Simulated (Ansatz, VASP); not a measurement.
# Pt in VASP and in Ansatz

```
CELL_PARAMETERS angstrom
0.00000 2.05579 2.00685
2.05579 0.00000 2.00685
2.05579 2.05579 0.00000
ATOMIC_POSITIONS crystal
Pt 0.00000 0.00000 0.00000
```

Change from the starting cell: strain +0.050 along x and y, +0.025 along z, atoms carried along.

Alike in both runs: task single point; functional PBEsol; k mesh 20 × 20 × 20; occupations gaussian, width 0.15 eV; no spin polarisation.

```csv
,VASP,Ansatz
version,VASP 6.6.1,Ansatz 0.2.0
potentials or method,"VASP PAW PBE potentials, release 64 (Pt), cutoff 520 eV","scalar-relativistic, plane waves, PAW"
valence electrons in the cell,10,18
```

```csv
,VASP,Ansatz,Ansatz less VASP
gap on the k mesh at the Fermi level (eV),none,none,-
pressure (GPa),-25.2,-24.8,+0.33
"traceless stress, the component that is largest in VASP (GPa)",0.83,0.83,+0.001
```

VASP's potentials were made for PBE, not for PBEsol. A gap of «none» marks a metal or a gap that the smearing closes. With one functional, cell and mesh, what is left measures potentials, basis and numerics. VASP's potentials hold 10 valence electrons a cell and Ansatz's 18, so a difference there can come from the potentials and not from the codes.

Neither program's run includes spin-orbit coupling.
